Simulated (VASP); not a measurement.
# Sr (Fm-3m) in VASP: settings compared

The runs below take Sr through single point, with LDA, PBEsol.

Everything below comes from runs of VASP 6.6.1. Logs are shortened: lines on timing, memory, paths and dates and some standing lists are left out, and cuts for length are marked.

### 1 The cell of the first run

Symmetry: Fm-3m, No. 225, cubic system. The conventional cell has a = 6.002 Å, b = 6.002 Å, c = 6.002 Å, α = 90.00°, β = 90.00°, γ = 90.00°. Sr (site symmetry m-3m) has 12 Sr at 4.24 Å within 5.6 Å.

### 2 Single point, LDA

INCAR

```
SYSTEM = Sr
  ALGO = Fast
  EDIFF = 1E-6
  ENCUT = 520
  ISIF = 2
  ISMEAR = -1
  LASPH = .TRUE.
  LCHARG = .TRUE.
  LELF = .TRUE.
  LREAL = .FALSE.
  LVHAR = .TRUE.
  LWAVE = .FALSE.
  NBANDS = 11
  NELM = 100
  PREC = Accurate
  SIGMA = 0.05
```

KPOINTS

```
k-points
0
G
  8 8 8
  0 0 0
```

POSCAR

```
Sr
1.0
    0.0000000000      3.0012321217      3.0012321217
    3.0012321217      0.0000000000      3.0012321217
    3.0012321217      3.0012321217      0.0000000000
Sr
1
Direct
    0.0000000000      0.0000000000      0.0000000000
```

Potentials or basis: VASP PAW LDA potentials, release 64 (Sr_sv).

Command:

```sh
> cat potpaw_LDA.64/Sr_sv/POTCAR > POTCAR
> mpirun -np 1 vasp_std > vasp.out
```

OUTCAR:

```text
SYSTEM = Sr
   EDIFF = 1E-6
   ENCUT = 520
   ISIF = 2
   ISMEAR = -1
   LASPH = .TRUE.
   LREAL = .FALSE.
   NELM = 100
   PREC = Accurate

 ion  position               nearest neighbor table
   1  0.000  0.000  0.000-

  LATTYP: Found a face centered cubic cell.
 ALAT       =     6.0024642434

  Lattice vectors:

 A1 = (   0.0000000000,   3.0012321217,   3.0012321217)
 A2 = (   3.0012321217,   0.0000000000,   3.0012321217)
 A3 = (   3.0012321217,   3.0012321217,   0.0000000000)

Analysis of symmetry for initial positions (statically):
=====================================================================
 Subroutine PRICEL returns:
 Original cell was already a primitive cell.

 Routine SETGRP: Setting up the symmetry group for a
 face centered cubic supercell.

 Subroutine GETGRP returns: Found 48 space group operations
 (whereof 48 operations were pure point group operations)
 out of a pool of 48 trial point group operations.

The static configuration has the point symmetry O_h .

Analysis of symmetry for dynamics (positions and initial velocities):
=====================================================================
 Subroutine PRICEL returns:
 Original cell was already a primitive cell.

 Routine SETGRP: Setting up the symmetry group for a
 face centered cubic supercell.

 Subroutine GETGRP returns: Found 48 space group operations
 (whereof 48 operations were pure point group operations)
 out of a pool of 48 trial point group operations.

The dynamic configuration has the point symmetry O_h .

 Subroutine INISYM returns: Found 48 space group operations
 (whereof 48 operations are pure point group operations),
 and found     1 'primitive' translations

----------------------------------------------------------------------------------------

                                     Primitive cell

  volume of cell :      54.0666

  direct lattice vectors                    reciprocal lattice vectors
     0.000000000  3.001232122  3.001232122    -0.166598244  0.166598244  0.166598244
     3.001232122  0.000000000  3.001232122     0.166598244 -0.166598244  0.166598244
     3.001232122  3.001232122  0.000000000     0.166598244  0.166598244 -0.166598244

  length of vectors
     4.244383170  4.244383170  4.244383170     0.288556622  0.288556622  0.288556622

  position of ions in fractional coordinates (direct lattice)
     0.000000000  0.000000000  0.000000000

  ion indices of the primitive-cell ions
   primitive index   ion index
                 1           1

----------------------------------------------------------------------------------------

 KPOINTS: k-points

Automatic generation of k-mesh.
 Grid dimensions read from file:
 generate k-points for:    8    8    8

 Generating k-lattice:

  Cartesian coordinates                     Fractional coordinates (reciprocal lattice)
    -0.020824780  0.020824780  0.020824780     0.125000000  0.000000000  0.000000000
     0.020824780 -0.020824780  0.020824780     0.000000000  0.125000000  0.000000000
     0.020824780  0.020824780 -0.020824780     0.000000000  0.000000000  0.125000000

  Length of vectors
     0.036069578  0.036069578  0.036069578

  Shift w.r.t. Gamma in fractional coordinates (k-lattice)
     0.000000000  0.000000000  0.000000000

 Subroutine IBZKPT returns following result:
 ===========================================

 Found     29 irreducible k-points:

 Following reciprocal coordinates:
            Coordinates               Weight
  0.000000  0.000000  0.000000      1.000000
  0.125000  0.000000  0.000000      8.000000
  0.250000  0.000000  0.000000      8.000000
  0.375000  0.000000  0.000000      8.000000
  0.500000  0.000000  0.000000      4.000000
  0.125000  0.125000  0.000000      6.000000
[... 16 lines left out ...]
  0.500000  0.250000  0.125000     48.000000
 -0.375000  0.250000  0.125000     24.000000
 [... further k-points ...]
   k-points           NKPTS =     29   k-points in BZ     NKDIM =     29   number of bands    NBANDS=     11
   number of dos      NEDOS =    301   number of ions     NIONS =      1
   total plane-waves  NPLWV =  32768
   dimension x,y,z NGX =    32 NGY =   32 NGZ =   32
   dimension x,y,z NGXF=    64 NGYF=   64 NGZF=   64
   ions per type =               1
   NGX,Y,Z   is equivalent  to a cutoff of  12.53, 12.53, 12.53 a.u.
   NGXF,Y,Z  is equivalent  to a cutoff of  25.07, 25.07, 25.07 a.u.
 SYSTEM =  Sr
   PREC   = accura    normal or accurate (medium, high low for compatibility)
   ISTART =      0    job   : 0-new  1-cont  2-samecut
   ICHARG =      2    charge: 1-file 2-atom 10-const
   ISPIN  =      1    spin polarized calculation?
   LNONCOLLINEAR =      F non collinear calculations
   LSORBIT =      F    spin-orbit coupling
   LASPH  =      T    aspherical Exc in radial PAW
   ENCUT  =  520.0 eV  38.22 Ry    6.18 a.u.   7.89  7.89  7.89*2*pi/ulx,y,z
   NELM   =    100;   NELMIN=  2; NELMDL= -5     # of ELM steps
   EDIFF  = 0.1E-05   stopping-criterion for ELM
   LREAL  =      F    real-space projection
   EDIFFG = 0.1E-04   stopping-criterion for IOM
   NSW    =      0    number of steps for IOM
   IBRION =     -1    ionic relax: 0-MD 1-quasi-New 2-CG
   NFREE  =      0    steps in history (QN), initial steepest desc. (CG)
   ISIF   =      2    stress and relaxation
   ISYM   =      2    0-nonsym 1-usesym 2-fastsym
   POTIM  = 0.5000    time-step for ionic-motion
   TEBEG  =    0.0;   TEEND  =   0.0 temperature during run
   PSTRESS=    0.0 pullay stress
   NELECT =      10.0000    total number of electrons
   NUPDOWN=      -1.0000    fix difference up-down
   EMIN   =  10.00;   EMAX   =-10.00  energy-range for DOS
   EFERMI =   0.00;   METHOD = LEGACY
   ISMEAR =    -1;   SIGMA  =   0.05  broadening in eV -4-tet -1-fermi 0-gaus
   EFERMI_NEDOS =   21; number of points for ismear=-14 and -15
   IALGO  =     68    algorithm
   IMIX   =      4    mixing-type and parameters
     AMIX     =   0.40;   BMIX     =  1.00
     AMIX_MAG =   1.60;   BMIX_MAG =  1.00
  volume/ion in A,a.u.               =      54.07       364.86
  Fermi-wavevector in a.u.,A,eV,Ry     =   0.932750  1.762642 11.837375  0.870023
  Thomas-Fermi vector in A             =   2.059380
   LORBIT       =      0    0 simple, 1 ext, 2 COOP (PROOUT), +10 PAW based schemes
   GGA     = CA    functional components
   LHFCALC =     F    Hartree Fock is set to
   AEXX    =    0.0000 exact exchange contribution
   IVDW    =     0    specifies the selected vdW correction
   LEPSILON=     F    determine dielectric tensor
   LRPA    =     F    only Hartree local field effects (RPA)
 non-spin polarized calculation
 RMM-DIIS sequential band-by-band and
  energy-cutoff  :      520.00
  volume of cell :       54.07
 maximum number of plane-waves:      1475
   NGX = 15   NGY = 15   NGZ = 15

 number of electron      10.0000000 magnetization

 Free energy of the ion-electron system (eV)
  ---------------------------------------------------
  ext. energy  EPLUGINS =         0.00000000
  ---------------------------------------------------
  free energy    TOTEN  =        -1.88252957 eV

  energy without entropy =       -1.87594090  energy(sigma->0) =       -1.87923523

 E-fermi :   1.4786     XC(G=0):  -7.6105

 val. band max:        1.3637096719   @ k =  -0.3750   0.3750   0.0000
 cond. band min:       1.5345609018   @ k =  -0.2500   0.5000   0.2500
 fundamental gap:      0.1708512299
 Fermi energy:         1.4786045113

 k-point     1 :       0.0000    0.0000    0.0000
  band No.  band energies     occupation
      1     -34.9514      2.00000
      2     -16.9312      2.00000
      3     -16.9312      2.00000
      4     -16.9312      2.00000
      5      -2.2097      2.00000
      6       3.7336      0.00000
      7       3.7336      0.00000
      8       3.7336      0.00000
      9       5.2133      0.00000
     10       5.2133      0.00000
     11       8.7048      0.00000

 k-point     2 :       0.1250    0.0000    0.0000
  band No.  band energies     occupation
      1     -34.9492      2.00000
      2     -16.9634      2.00000
      3     -16.9355      2.00000
      4     -16.9355      2.00000
      5      -1.9547      2.00000
      6       3.3833      0.00000
      7       3.8432      0.00000
      8       3.8432      0.00000
      9       5.0834      0.00000
     10       5.0834      0.00000
     11       9.2727      0.00000

 k-point     3 :       0.2500    0.0000    0.0000
  band No.  band energies     occupation
      1     -34.9436      2.00000
      2     -17.0398      2.00000
      3     -16.9459      2.00000
      4     -16.9459      2.00000
      5      -1.2496      2.00000
      6       2.6968      0.00000
      7       3.8932      0.00000
      8       3.8932      0.00000
      9       5.1703      0.00000
     10       5.1703      0.00000
     11       8.3618      0.00000

 k-point     4 :       0.3750    0.0000    0.0000
  band No.  band energies     occupation
      1     -34.9381      2.00000
      2     -17.1145      2.00000
      3     -16.9563      2.00000
      4     -16.9563      2.00000
      5      -0.3030      2.00000
      6       2.0325      0.00003
      7       3.6911      0.00000
      8       3.6911      0.00000
      9       5.8204      0.00000
     10       5.8204      0.00000
     11       7.4414      0.00000

 k-point     5 :       0.5000    0.0000    0.0000
  band No.  band energies     occupation
      1     -34.9358      2.00000
      2     -17.1450      2.00000
      3     -16.9605      2.00000
      4     -16.9605      2.00000
      5       0.2966      2.00000
      6       1.6297      0.09294
      7       3.5858      0.00000
      8       3.5858      0.00000
      9       6.2764      0.00000
     10       6.2764      0.00000
     11       7.0319      0.00000

 k-point     6 :       0.1250    0.1250    0.0000
  band No.  band energies     occupation
      1     -34.9484      2.00000
      2     -16.9625      2.00000
      3     -16.9427      2.00000
      4     -16.9427      2.00000
      5      -1.8700      2.00000
      6       3.2927      0.00000
      7       3.9057      0.00000
      8       3.9057      0.00000
      9       4.6584      0.00000
     10       5.3453      0.00000
     11       9.5407      0.00000

 k-point     7 :       0.2500    0.1250    0.0000
  band No.  band energies     occupation
      1     -34.9440      2.00000
      2     -17.0190      2.00000
      3     -16.9551      2.00000
      4     -16.9519      2.00000
      5      -1.3134      2.00000
      6       2.7938      0.00000
      7       3.8256      0.00000
      8       4.0562      0.00000
      9       4.5612      0.00000
     10       5.4993      0.00000
     11       9.1581      0.00000

 k-point     8 :       0.3750    0.1250    0.0000
  band No.  band energies     occupation
      1     -34.9384      2.00000
      2     -17.0900      2.00000
      3     -16.9661      2.00000
      4     -16.9654      2.00000
      5      -0.4218      2.00000
      6       2.2055      0.00000
      7       3.4123      0.00000
      8       3.9549      0.00000
      9       5.2749      0.00000
     10       5.9952      0.00000
     11       7.8218      0.00000
[... 141 lines left out ...]
 k-point    19 :       0.5000    0.3750    0.0000
  band No.  band energies     occupation
      1     -34.9314      2.00000
      2     -17.1182      2.00000
      3     -17.0186      2.00000
      4     -17.0021      2.00000
      5       0.7985      2.00000
      6       1.8237      0.00201
      7       2.5362      0.00000
      8       5.3638      0.00000
      9       5.8983      0.00000
     10       6.4498      0.00000
     11       6.8008      0.00000

 k-point    20 :      -0.3750    0.3750    0.0000
  band No.  band energies     occupation
      1     -34.9311      2.00000
      2     -17.0977      2.00000
      3     -17.0550      2.00000
      4     -16.9930      2.00000
      5       1.3637      1.81741
      6       1.6701      0.04250
      7       2.3500      0.00000
      8       4.8618      0.00000
      9       5.3041      0.00000
     10       6.0871      0.00000
     11       7.4642      0.00000

 k-point    21 :       0.5000    0.5000    0.0000
  band No.  band energies     occupation
      1     -34.9307      2.00000
      2     -17.1324      2.00000
      3     -17.0091      2.00000
      4     -17.0091      2.00000
      5       0.7951      2.00000
      6       1.7504      0.00869
      7       2.6122      0.00000
      8       6.2863      0.00000
      9       6.5855      0.00000
     10       6.5974      0.00000
     11       6.8669      0.00000

 k-point    22 :       0.3750    0.2500    0.1250
  band No.  band energies     occupation
      1     -34.9395      2.00000
      2     -17.0584      2.00000
      3     -16.9852      2.00000
      4     -16.9592      2.00000
      5      -0.6556      2.00000
      6       2.4493      0.00000
      7       3.2572      0.00000
      8       4.4082      0.00000
      9       4.5901      0.00000
     10       5.9820      0.00000
     11       8.5973      0.00000

 k-point    23 :       0.5000    0.2500    0.1250
  band No.  band energies     occupation
      1     -34.9351      2.00000
      2     -17.0985      2.00000
      3     -17.0089      2.00000
      4     -16.9717      2.00000
      5       0.2686      2.00000
      6       2.0399      0.00003
      7       2.8076      0.00000
      8       4.1996      0.00000
      9       5.3433      0.00000
     10       6.5135      0.00000
     11       7.2296      0.00000

 k-point    24 :      -0.3750    0.2500    0.1250
  band No.  band energies     occupation
      1     -34.9332      2.00000
      2     -17.1157      2.00000
      3     -17.0163      2.00000
      4     -16.9784      2.00000
      5       0.9850      1.99990
      6       1.5431      0.43199
      7       2.7744      0.00000
      8       4.0710      0.00000
      9       5.7433      0.00000
     10       6.5779      0.00000
     11       6.6689      0.00000

 [... further k-points ...]
[... 5 lines left out ...]
  --------------------------------------------------------------------------------------
  -------------------------------------------------------------------------------------
  Total       -0.4279945     -0.4279945     -0.4279945     -0.0000000     -0.0000000     -0.0000000
  in kB      -12.6829436    -12.6829436    -12.6829436     -0.0000000     -0.0000000     -0.0000000
  external PRESSURE =     -12.6829436 kB  Pullay stress =       0.0000000 kB

 VOLUME and BASIS-vectors are now :
 -----------------------------------------------------------------------------
  energy-cutoff  :      520.00
  volume of cell :       54.07
      direct lattice vectors                 reciprocal lattice vectors
     0.000000000  3.001232122  3.001232122    -0.166598244  0.166598244  0.166598244
     3.001232122  0.000000000  3.001232122     0.166598244 -0.166598244  0.166598244
     3.001232122  3.001232122  0.000000000     0.166598244  0.166598244 -0.166598244

 POSITION                                       TOTAL-FORCE (eV/Angst)
 -----------------------------------------------------------------------------------
      0.00000      0.00000      0.00000        -0.000000     -0.000000     -0.000000
 -----------------------------------------------------------------------------------
    total drift:                                0.000000      0.000000      0.000000

  FREE ENERGIE OF THE ION-ELECTRON SYSTEM (eV)
  ---------------------------------------------------
  free  energy   TOTEN  =        -1.8825295715 eV

  energy  without entropy=       -1.8759408985  energy(sigma->0) =       -1.87923523
```

It took 12 s on 1 thread of AMD EPYC 7R13 (Zen 3), shared host; peak memory 0.13 GiB.

What came out:

| Property | Result |
| --- | --- |
| Free energy | -1.8825 eV |
| Pressure | -1.3 GPa |

### 3 Single point, LDA

This run uses another cell than the first one, of 55.19 Å³/atom, 1.021 times its volume.

INCAR

```
SYSTEM = Sr
ALGO = Normal
EDIFF = 1E-6
ENCUT = 520
GGA = CA
ISIF = 2
ISMEAR = -1
LASPH = .True.
LCHARG = .True.
LELF = .True.
LREAL = .False.
LVHAR = .True.
LWAVE = .False.
NBANDS = 11
NELM = 100
PREC = Accurate
SIGMA = 0.05
```

KPOINTS

```
k-points
0
Gamma
  8 8 8
  0 0 0
```

POSCAR

```
Sr
1.0
    0.0000000000      3.0219309284      3.0219309284
    3.0219309284      0.0000000000      3.0219309284
    3.0219309284      3.0219309284      0.0000000000
Sr
1
Direct
    0.0000000000      0.0000000000      0.0000000000
```

Potentials or basis: VASP PAW LDA potentials, release 64 (Sr_sv).

Command:

```sh
> cat potpaw_LDA.64/Sr_sv/POTCAR > POTCAR
> mpirun -np 1 vasp_std > vasp.out
```

Wall time 9.9 s (1 thread of AMD EPYC 7R13 (Zen 3), shared host); peak memory 0.13 GiB.

It converged, with:

```
Free energy            : -1.8731 eV
Pressure               : -1.4 GPa
Band gap on the k mesh : zero (band 5 reaches 1.48 eV, above the bottom of band 6 at 1.46 eV)
```

Levels at points of the mesh, in eV from the Fermi level:
| k point | band 2 | band 3 | band 4 | band 5 | band 6 | band 7 | band 8 | band 9 |
| --- | --- | --- | --- | --- | --- | --- | --- | --- |
| (0.00, 0.00, 0.00) | -18.45 | -18.45 | -18.45 | -3.65 | 2.24 | 2.24 | 2.24 | 3.68 |
| (0.50, 0.00, 0.00) | -18.65 | -18.48 | -18.48 | -1.17 | 0.13 | 2.09 | 2.09 | 4.72 |
| (0.50, 0.50, 0.00) | -18.64 | -18.52 | -18.52 | -0.66 | 0.29 | 1.09 | 4.73 | 5.02 |

[end of part 1 of 2]
